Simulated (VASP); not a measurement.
Set up this calculation in VASP 6.6.1, as the native input.

* Task: relaxation of cell and atoms
* Functional: PBEsol
* Potentials or basis: VASP PAW PBE potentials, release 64 (Tl_d, Br)
* Cutoff: 500 eV
* k mesh: 6 × 6 × 6
* Occupations: gaussian, width 0.01 eV
* Spin: no spin polarisation
* Target pressure: 7 GPa
* Dipole correction: no
* Further INCAR settings: ALGO = Normal; EDIFF = 1e-07; IBRION = 2; EDIFFG = -0.002; NSW = 100; ISIF = 3

The structure of TlBr lies in POSCAR:

```
TlBr
1.0
    3.9145171579      0.0000000000      0.0000000000
    0.0000000000      3.9145171579      0.0000000000
    0.0000000000      0.0000000000      3.9145171579
Tl Br
1 1
Direct
    0.0000000000      0.0000000000      0.0000000000
    0.5000000000      0.5000000000      0.5000000000
```

One way to write it, as run:

INCAR

```
PREC     = Accurate       # precision mode
ENCUT    = 500            # plane-wave cutoff, eV
EDIFF    = 1E-7           # SCF threshold, eV
ISMEAR   = 0              # smearing method
SIGMA    = 0.01           # smearing width, eV
LREAL    = False          # projectors in reciprocal space
LASPH    = True           # aspherical terms in the spheres
NELM     = 120            # most SCF steps
ALGO     = Normal         # electronic algorithm
ISIF     = 3              # what is computed and relaxed
LWAVE    = False          # write WAVECAR
LCHARG   = False          # write CHGCAR
GGA      = PS             # functional
IBRION   = 2              # ionic algorithm
NSW      = 100            # ionic steps
EDIFFG   = -0.002         # ionic threshold
PSTRESS  = 70.0         
GGA_COMPAT= False        
NELMIN   = 4
```

KPOINTS

```
Automatic mesh
0
Gamma
  6 6 6
```

Potentials or basis: VASP PAW PBE potentials, release 64 (Tl_d, Br).

Launch:

```bash
$ cat potpaw_PBE.64/Tl_d/POTCAR potpaw_PBE.64/Br/POTCAR > POTCAR
$ mpirun -np 1 vasp_std > vasp.out
```

Results of the run:

The relaxed volume is 25.37 Å³/atom, the relaxed cell is a = 3.702 Å, b = 3.702 Å, c = 3.702 Å, α = 90.00°, β = 90.00°, γ = 90.00° and the space group after relaxing (to 0.05 Å) is Pm-3m (No. 221). The energy change on relaxing (the enthalpy is what falls) is +84.6 meV/atom and the ionic steps are 15. The pressure after relaxing is 7.0 GPa. The band gap on the k mesh is 0.87 eV, indirect (least direct gap 1.04 eV).

Caveat: the cell is relaxed towards a set pressure, so the enthalpy falls and the energy may rise; the volume moved by over 15 % at a fixed basis, so the end points are rough; the PAW data sets were made with another functional, which shifts forces and pressure a little; spin-orbit coupling is left out, which moves the levels of the heavy elements.

Wall time 47 s on 1 thread of Intel(R) Xeon(R) 6975P-C (Granite Rapids), with other jobs on the host, peak memory 0.18 GiB.
